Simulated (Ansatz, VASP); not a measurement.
YbSe2: VASP beside Ansatz

INCAR

```
SYSTEM = YbSe2
PREC = Accurate
ENCUT = 520
EDIFF = 1E-6
ISMEAR = -1
SIGMA = 0.01
LREAL = .False.
LASPH = .True.
NELM = 150
ALGO = Normal
ISIF = 2
LWAVE = .False.
LCHARG = .False.
ISPIN = 2
MAGMOM = 1 0 0
LORBIT = 11
LMAXMIX = 6
GGA = PE
NBANDS = 29
```

File KPOINTS:

```
regular mesh
0
Gamma
  8 8 8
  0 0 0
```

The input POSCAR:

```
YbSe2
1.0
    2.4079800550      1.3902479330      3.9325804517
   -2.4079800550      1.3902479330      3.9325804517
    0.0000000000     -2.7804958660      3.9325804517
Yb Se
1 2
Direct
    0.0000000000      0.0000000000      0.0000000000
    0.2500092680      0.2500092680      0.2500092680
    0.7499907320      0.7499907320      0.7499907320
```

Input for Ansatz:

```yaml
crystal:
  lattice:
    - [2.407980055037, 1.390247932979, 3.9325804517]
    - [-2.407980055037, 1.390247932979, 3.9325804517]
    - [0.0, -2.780495865957, 3.9325804517]
  atoms:
    - { symbol: Yb, position: [0.0, 0.0, 0.0], spin: 1.0 }
    - { symbol: Se, position: [0.250009268, 0.250009268, 0.250009268] }
    - { symbol: Se, position: [0.749990732, 0.749990732, 0.749990732] }
basis:
  ecutwfc: 420
  ecutrho_ratio: 4
kpoints:
  mp_grid: { grid: [8, 8, 8] }
hamiltonian:
  xc: pbe
scf:
  occupations: { method: fermi_dirac, width: 0.01 }
output:
  forces: true
  stress: true
magnetization:
  spin_polarized: true
```

Alike in both runs: task single point; functional PBE; k mesh 8 × 8 × 8; occupations fermi-dirac, width 0.01 eV; collinear spin.

```csv
,VASP,Ansatz
version,VASP 6.6.1,Ansatz 0.2.0
potentials or method,"VASP PAW PBE potentials, release 64 (Yb, Se), cutoff 520 eV","scalar-relativistic, plane waves, PAW"
valence electrons in the cell,36,56
```

Ansatz gave:

```
pressure (GPa)           : 0.0
net moment per atom (μB) : 0.00
```

Task: Which values does VASP return?

Result: Pressure (GPa): -0.3; net moment per atom (μB): 0.00.

VASP's potentials hold 36 valence electrons a cell and Ansatz's 56, so a difference there can come from the potentials and not from the codes. Ansatz's warnings: given moment on shells, seeded moment not kept.

Spin-orbit coupling is off throughout.
